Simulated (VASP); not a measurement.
A run of VASP 6.6.1 is set up as follows.

File INCAR:

```
  PREC = Accurate
  ENCUT = 430
  EDIFF = 1E-8
  ISMEAR = -1
  SIGMA = 0.05
  LREAL = False
  LASPH = True
  NELM = 120
  ALGO = Normal
  ISIF = 2
  LWAVE = False
  LCHARG = False
  GGA = CA
  LEFG = True
  NBANDS = 26
  GGA_COMPAT = False
```

Contents of KPOINTS:

```
Automatic mesh
0
Gamma
  12 12 9
```

File POSCAR:

```
HgPt
1.0
    3.0236610000      0.0000000000      0.0000000000
    0.0000000000      3.0236610000      0.0000000000
    0.0000000000      0.0000000000      3.9876600000
Hg Pt
1 1
Direct
    0.0000000000      0.0000000000      0.0000000000
    0.5000000000      0.5000000000      0.5000000000
```

Potentials or basis: VASP PAW LDA potentials, release 64 (Hg_sv_GW, Pt_sv_GW).

Run with:

```console
$ cat potpaw_LDA.64/Hg_sv_GW/POTCAR potpaw_LDA.64/Pt_sv_GW/POTCAR > POTCAR
$ mpirun -np 1 vasp_std > vasp.out
```

Predict the pressure.

-16.2 GPa.

Estimate the band gap on the k mesh.

zero (bands 19 and 20 overlap by 3.32 eV).

Electric field gradients, principal values (V/Å²):
| atom | least | middle | greatest (by size) |
| --- | --- | --- | --- |
| 1 Hg | 54.989 | 54.989 | -109.979 |
| 2 Pt | -56.670 | -56.670 | 113.341 |

Caveat: the cell stands under tension; without QUAD_EFG the Cq values of the log hold for a quadrupole moment of 1 mb, not for the nuclei; spin-orbit coupling is left out, which moves the levels of the heavy elements.
